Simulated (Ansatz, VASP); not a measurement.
# Two plane-wave programs on NaCl

```
CELL_PARAMETERS angstrom
0.00000 2.60521 2.60521
2.60521 0.00000 2.60521
2.60521 2.60521 0.00000
ATOMIC_POSITIONS crystal
Na 0.00000 0.00000 0.00000
Cl 0.50000 0.50000 0.50000
```

Change from the starting cell: strain -0.080 along x and y, -0.080 along z, atoms carried along.

Alike in both runs: task single point; functional PBE; k mesh 8 × 8 × 8; occupations gaussian, width 0.05 eV; no spin polarisation.

|  | VASP | Ansatz |
| --- | --- | --- |
| version | VASP 6.6.1 | Ansatz 0.2.0 |
| potentials or method | VASP PAW PBE potentials, release 64 (Na_pv, Cl), cutoff 520 eV | scalar-relativistic, plane waves, PAW |
| valence electrons in the cell | 14 | 16 |

```csv
,VASP,Ansatz,Ansatz less VASP
gap on the k mesh at the Fermi level (eV),6.20,6.20,+0.001
least direct gap on the mesh (eV),6.20,6.20,+0.001
pressure (GPa),11.8,11.7,-0.02
```

With one functional, cell and mesh, what is left measures potentials, basis and numerics. VASP's potentials hold 14 valence electrons a cell and Ansatz's 16, so a difference there can come from the potentials and not from the codes.
